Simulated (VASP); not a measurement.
Here is a VASP 6.6.1 calculation.

INCAR

```
SYSTEM = SnTe
ALGO     = Normal         ! electronic algorithm
EDIFF    = 1E-7           ! SCF threshold, eV
ENCUT    = 520            ! plane-wave cutoff, eV
GGA      = PE             ! functional
ISIF     = 2              ! what is computed and relaxed
ISMEAR   = 1              ! smearing method
LASPH    = .TRUE.         ! aspherical terms in the spheres
LCHARG   = .TRUE.         ! write CHGCAR
LELF     = .TRUE.         ! ELF
LREAL    = .FALSE.        ! projectors in reciprocal space
LVHAR    = .TRUE.       
LWAVE    = .FALSE.        ! write WAVECAR
NBANDS   = 17             ! bands
NELM     = 100            ! most SCF steps
PREC     = Accurate       ! precision mode
SIGMA    = 0.02           ! smearing width, eV
```

The input KPOINTS:

```
k-points
0
G
  3 3 3
  0 0 0
```

File POSCAR:

```
SnTe
1.0
    4.4559750000      0.0000000000      0.0000000000
    2.2279875000      3.8589875486      0.0000000000
    2.2279875000      1.2863291829      3.6382883522
Sn Te
1 1
Direct
    0.0000000000      0.0000000000      0.0000000000
    0.5000000000      0.5000000000      0.5000000000
```

Potentials or basis: VASP PAW PBE potentials, release 64 (Sn_d, Te).

Run with:

```console
$ cat potpaw_PBE.64/Sn_d/POTCAR potpaw_PBE.64/Te/POTCAR > POTCAR
$ mpirun -np 1 vasp_std > vasp.out
```

Q: Estimate the pressure.

A: 2.3 GPa.

Caveat: the k points lie up to 0.58 Å⁻¹ apart.
